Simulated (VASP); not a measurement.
A run of VASP 6.6.1:

POSCAR

```
MgC8
1.0
    6.3284870114      0.0000000000      0.0000000000
   -3.1642435057      5.4806305194      0.0000000000
    0.0000000000      0.0000000000      6.2373726630
Mg C
1 8
Direct
    0.0000000000      0.0000000000      0.5000000000
    0.6036828083      0.0000000000      0.5000000000
    0.0000000000      0.6036828083      0.5000000000
    0.3963171917      0.3963171917      0.5000000000
    0.3963171917      0.0000000000      0.5000000000
    0.0000000000      0.3963171917      0.5000000000
    0.6036828083      0.6036828083      0.5000000000
    0.3333333333      0.6666666667      0.5000000000
    0.6666666667      0.3333333333      0.5000000000
```

File INCAR.step1:

```
SYSTEM = MgC8
PREC     = Accurate       ! precision mode
ENCUT    = 750            ! plane-wave cutoff, eV
EDIFF    = 1E-6           ! SCF threshold, eV
ISMEAR   = 0              ! smearing method
SIGMA    = 0.1            ! smearing width, eV
LREAL    = .FALSE.        ! projectors in reciprocal space
LASPH    = .TRUE.         ! aspherical terms in the spheres
NELM     = 120            ! most SCF steps
ALGO     = Normal         ! electronic algorithm
ISIF     = 2              ! what is computed and relaxed
LWAVE    = .FALSE.        ! write WAVECAR
LCHARG   = .TRUE.         ! write CHGCAR
GGA      = PE             ! functional
NBANDS   = 31             ! bands
GGA_COMPAT= .FALSE.      
NEDOS    = 2001           ! points of the DOS
LORBIT   = 11             ! projections on sites
```

KPOINTS.step1

```
Automatic mesh
0
G
  9 9 6
  0 0 0
```

INCAR.step2

```
SYSTEM = MgC8
PREC     = Accurate       ! precision mode
ENCUT    = 750            ! plane-wave cutoff, eV
EDIFF    = 1E-6           ! SCF threshold, eV
ISMEAR   = -5             ! smearing method
SIGMA    = 0.1            ! smearing width, eV
LREAL    = .FALSE.        ! projectors in reciprocal space
LASPH    = .TRUE.         ! aspherical terms in the spheres
NELM     = 120            ! most SCF steps
ALGO     = Normal         ! electronic algorithm
ISIF     = 2              ! what is computed and relaxed
LWAVE    = .FALSE.        ! write WAVECAR
LCHARG   = .FALSE.        ! write CHGCAR
GGA      = PE             ! functional
LORBIT   = 11             ! projections on sites
NEDOS    = 2001           ! points of the DOS
ICHARG   = 11             ! starting density
GGA_COMPAT= .FALSE.
```

File KPOINTS.step2:

```
Automatic mesh
0
G
  14 14 9
  0 0 0
```

Potentials or basis: VASP PAW PBE potentials, release 64 (Mg_sv, C).

Run with:

```console
$ cat potpaw_PBE.64/Mg_sv/POTCAR potpaw_PBE.64/C/POTCAR > POTCAR
$ cp INCAR.step1 INCAR
$ cp KPOINTS.step1 KPOINTS
$ mpirun -np 1 vasp_std > vasp.out
$ cp INCAR.step2 INCAR
$ cp KPOINTS.step2 KPOINTS
$ mpirun -np 1 vasp_std > vasp.out
```

Hardware: 1 thread of Intel(R) Xeon(R) Platinum 8375C CPU @ 2.90GHz (Ice Lake), with other jobs on the host.

Q: Estimate the wall time of this run.

A: It took 31 min on 1 thread of Intel(R) Xeon(R) Platinum 8375C CPU @ 2.90GHz (Ice Lake), with other jobs on the host, peak memory 1.1 GiB. Counts: k points 120.
